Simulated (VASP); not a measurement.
# P (Cmce) in VASP: notebook, part 2 of 2

VASP 6.6.1. The steps go on from the part before.

## 4. Single point, PBE, non-collinear spin, zero start, spin-orbit coupling

This run uses another cell than the first one, of 21.18 Å³/atom.

The input, INCAR:

```
SYSTEM = P
ALGO     = Normal         ! electronic algorithm
EDIFF    = 1E-7           ! SCF threshold, eV
ENCUT    = 520            ! plane-wave cutoff, eV
GGA      = PE             ! functional
GGA_COMPAT= .False.      
ISIF     = 2              ! what is computed and relaxed
ISMEAR   = -1             ! smearing method
LASPH    = .True.         ! aspherical terms in the spheres
LCHARG   = .False.        ! write CHGCAR
LORBIT   = 11             ! projections on sites
LORBMOM  = .True.       
LREAL    = .False.        ! projectors in reciprocal space
LSORBIT  = .True.         ! spin-orbit coupling
LWAVE    = .False.        ! write WAVECAR
MAGMOM   = 0 0 0 0 0 0 0 0 0 0 0 0 ! initial moments
NBANDS   = 34             ! bands
NELM     = 150            ! most SCF steps
PREC     = Accurate       ! precision mode
SIGMA    = 0.05           ! smearing width, eV
```

The input, KPOINTS:

```
k-points
0
Gamma
  7 7 5
  0 0 0
```

The input, POSCAR:

```
P
1.0
    1.6601582724     -5.6150920368      0.0000000000
    1.6601582724      5.6150920368      0.0000000000
    0.0000000000      0.0000000000      4.5441911093
P
4
Direct
    0.0944674488      0.9055325512      0.9141610962
    0.5944674488      0.4055325512      0.5858389038
    0.9055325512      0.0944674488      0.0858389038
    0.4055325512      0.5944674488      0.4141610962
```

Potentials or basis: VASP PAW PBE potentials, release 64 (P).

On the command line:

```console
$ cat potpaw_PBE.64/P/POTCAR > POTCAR
$ mpirun -np 1 vasp_ncl > vasp.out
```

OUTCAR:

```text
SYSTEM = P
   EDIFF = 1E-7
   ENCUT = 520
   GGA = PE
   ISIF = 2
   ISMEAR = -1
   LASPH = .True.
   LORBIT = 11
   LREAL = .False.
   LSORBIT = .True.
   NELM = 150
   PREC = Accurate

 ion  position               nearest neighbor table
   1  0.094  0.906  0.914-   2 2.23   2 2.23   3 2.26
   2  0.594  0.406  0.586-   1 2.23   1 2.23   4 2.26
   3  0.906  0.094  0.086-   4 2.23   4 2.23   1 2.26
   4  0.406  0.594  0.414-   3 2.23   3 2.23   2 2.26

  LATTYP: Found a base centered orthorhombic cell.
 ALAT       =     3.3203165448
 B/A-ratio  =     3.3822630831
 C/A-ratio  =     1.3686017727

  Lattice vectors:

 A1 = (   1.6601582724,  -5.6150920368,   0.0000000000)
 A2 = (   1.6601582724,   5.6150920368,   0.0000000000)
 A3 = (   0.0000000000,   0.0000000000,   4.5441911093)

Analysis of symmetry for initial positions (statically):
=====================================================================
 Subroutine PRICEL returns:
 Original cell was already a primitive cell.

 Routine SETGRP: Setting up the symmetry group for a
 base centered orthorhombic supercell.

 Subroutine GETGRP returns: Found  8 space group operations
 (whereof  4 operations were pure point group operations)
 out of a pool of  8 trial point group operations.

The static configuration has the point symmetry C_2h.
 The point group associated with its full space group is D_2h.

Analysis of symmetry for dynamics (positions and initial velocities):
=====================================================================
 Subroutine PRICEL returns:
 Original cell was already a primitive cell.

 Routine SETGRP: Setting up the symmetry group for a
 base centered orthorhombic supercell.

 Subroutine GETGRP returns: Found  8 space group operations
 (whereof  4 operations were pure point group operations)
 out of a pool of  8 trial point group operations.

The dynamic configuration has the point symmetry C_2h.
 The point group associated with its full space group is D_2h.

[... 1059 lines left out ...]
  3         0.000   0.000
  4        -0.000  -0.000
 --------------------------------
            0.000   0.000

 orbital moment (y)

 # of ion     p       tot
 --------------------------------
  1         0.000   0.000
  2         0.000   0.000
  3         0.000   0.000
  4         0.000   0.000
 --------------------------------
            0.000   0.000

 orbital moment (z)

 # of ion     p       tot
 --------------------------------
  1         0.000   0.000
  2         0.000   0.000
  3         0.000   0.000
  4         0.000   0.000
 --------------------------------
            0.000   0.000

 Spin-Orbit-Coupling matrix elements

 Ion:    1  E_soc:     -0.0008443
 l=   1
     0.0000000    -0.0001500    -0.0001413
    -0.0001500     0.0000000    -0.0001308
    -0.0001413    -0.0001308     0.0000000
 l=   2
     0.0000000     0.0000000     0.0000000     0.0000000     0.0000000
     0.0000000     0.0000000     0.0000000     0.0000000     0.0000000
     0.0000000     0.0000000     0.0000000     0.0000000     0.0000000
     0.0000000     0.0000000     0.0000000     0.0000000     0.0000000
     0.0000000     0.0000000     0.0000000     0.0000000     0.0000000
 l=   3
     0.0000000     0.0000000     0.0000000     0.0000000     0.0000000     0.0000000     0.0000000
     0.0000000     0.0000000     0.0000000     0.0000000     0.0000000     0.0000000     0.0000000
     0.0000000     0.0000000     0.0000000     0.0000000     0.0000000     0.0000000     0.0000000
     0.0000000     0.0000000     0.0000000     0.0000000     0.0000000     0.0000000     0.0000000
[... 49 lines left out ...]
 l=   2
     0.0000000     0.0000000     0.0000000     0.0000000     0.0000000
     0.0000000     0.0000000     0.0000000     0.0000000     0.0000000
     0.0000000     0.0000000     0.0000000     0.0000000     0.0000000
     0.0000000     0.0000000     0.0000000     0.0000000     0.0000000
     0.0000000     0.0000000     0.0000000     0.0000000     0.0000000
 l=   3
     0.0000000     0.0000000     0.0000000     0.0000000     0.0000000     0.0000000     0.0000000
     0.0000000     0.0000000     0.0000000     0.0000000     0.0000000     0.0000000     0.0000000
     0.0000000     0.0000000     0.0000000     0.0000000     0.0000000     0.0000000     0.0000000
     0.0000000     0.0000000     0.0000000     0.0000000     0.0000000     0.0000000     0.0000000
     0.0000000     0.0000000     0.0000000     0.0000000     0.0000000     0.0000000     0.0000000
     0.0000000     0.0000000     0.0000000     0.0000000     0.0000000     0.0000000     0.0000000
     0.0000000     0.0000000     0.0000000     0.0000000     0.0000000     0.0000000     0.0000000

 total charge

# of ion       s       p       d       tot
------------------------------------------
    1        1.082   1.372   0.000   2.454
    2        1.082   1.372   0.000   2.454
    3        1.082   1.372   0.000   2.454
    4        1.082   1.372   0.000   2.454
--------------------------------------------------
tot          4.328   5.489   0.000   9.817

 magnetization (x)

# of ion       s       p       d       tot
------------------------------------------
    1        0.000  -0.000   0.000   0.000
    2       -0.000   0.000   0.000  -0.000
    3        0.000  -0.000   0.000   0.000
    4       -0.000   0.000   0.000  -0.000
--------------------------------------------------
tot          0.000   0.000   0.000   0.000

 magnetization (y)

# of ion       s       p       d       tot
------------------------------------------
    1        0.000   0.000   0.000   0.000
    2        0.000   0.000   0.000   0.000
    3        0.000   0.000   0.000   0.000
    4        0.000   0.000   0.000   0.000
--------------------------------------------------
tot          0.000   0.000   0.000   0.000

 magnetization (z)

# of ion       s       p       d       tot
------------------------------------------
    1        0.000   0.000   0.000   0.000
    2        0.000   0.000   0.000   0.000
    3        0.000   0.000   0.000   0.000
    4        0.000   0.000   0.000   0.000
--------------------------------------------------
tot          0.000   0.000   0.000   0.000
```

OSZICAR:

```text
N       E                     dE             d eps       ncg     rms          rms(c)
DAV:   1     0.687226441243E+02    0.68723E+02   -0.80433E+03  3264   0.992E+02
DAV:   2    -0.161891402562E+02   -0.84912E+02   -0.80414E+02  4176   0.168E+02
DAV:   3    -0.215635583192E+02   -0.53744E+01   -0.53006E+01  4216   0.411E+01
DAV:   4    -0.216548596205E+02   -0.91301E-01   -0.91120E-01  4134   0.631E+00
DAV:   5    -0.216568433102E+02   -0.19837E-02   -0.19832E-02  4298   0.902E-01    0.997E+00
DAV:   6    -0.215477828679E+02    0.10906E+00   -0.57104E-02  3828   0.129E+00    0.592E+00
DAV:   7    -0.215020110511E+02    0.45772E-01   -0.10827E-01  3842   0.181E+00    0.376E-01
DAV:   8    -0.215025186090E+02   -0.50756E-03   -0.92481E-03  3894   0.550E-01    0.228E-01
DAV:   9    -0.215025274631E+02   -0.88540E-05   -0.10202E-03  3972   0.186E-01    0.100E-01
DAV:  10    -0.215026041177E+02   -0.76655E-04   -0.20815E-04  4106   0.829E-02    0.397E-02
DAV:  11    -0.215026418973E+02   -0.37780E-04   -0.46457E-05  3744   0.429E-02    0.937E-03
DAV:  12    -0.215026421802E+02   -0.28287E-06   -0.52165E-06  3876   0.135E-02    0.903E-03
DAV:  13    -0.215026424763E+02   -0.29615E-06   -0.65178E-07  4144   0.462E-03    0.320E-03
DAV:  14    -0.215026424768E+02   -0.45407E-09   -0.11137E-07  3182   0.213E-03
   1 F= -.21502642E+02 E0= -.21502462E+02  d E =-.359961E-03  mag=    -0.0000     0.0000     0.0000
```

It took 20 min on 1 thread of Intel Xeon 8259CL, shared host; peak memory 0.65 GiB.

What came out:

```yaml
Free_energy: -21.5026 eV
Pressure: -0.3 GPa
Largest_force: 0.056 eV/Å
Net_moment: 0.00 μB per cell
Valence_electrons_inside_the_program's_atomic_spheres: P 2.45
```

Forces in eV/Å, atoms in the order of the input:
```
P    0.000  0.034 -0.045
P    0.000  0.034  0.045
P    0.000 -0.034  0.045
P    0.000 -0.034 -0.045
```

Moments on the atoms (μB; x, y, z):
```
P   0.00 0.00 0.00
P   0.00 0.00 0.00
P   0.00 0.00 0.00
P   0.00 0.00 0.00
```

## 5. Summary

| spin | cell | k mesh | gap on the mesh (eV) | pressure (GPa) | largest force (eV/Å) |
| --- | --- | --- | --- | --- | --- |
| off | a = 6.008, b = 6.008, c = 4.662 Å, angles 90.0, 90.0, 147.1°, 4 atoms | 9 × 9 × 7 | 0.40 | -4.8 | 0.61 |
| off | a = 6.081, b = 6.081, c = 4.719 Å, angles 90.0, 90.0, 147.1°, 4 atoms | 9 × 9 × 7 | 0.47 | -6.4 | 0.84 |
| non-collinear, zero start, SOC | a = 5.855, b = 5.855, c = 4.544 Å, angles 90.0, 90.0, 147.1°, 4 atoms | 7 × 7 × 5 | - | -0.3 | 0.06 |

Alike in all rows: task single point; level PBE; potentials or basis VASP PAW PBE potentials, release 64 (P); cutoff (eV) 520; smearing fermi-dirac 0.05 eV.

Caveats: the cell stands under tension (at least some runs).

Total energies depend on the potentials used, so only differences within one code and one set of settings carry meaning.
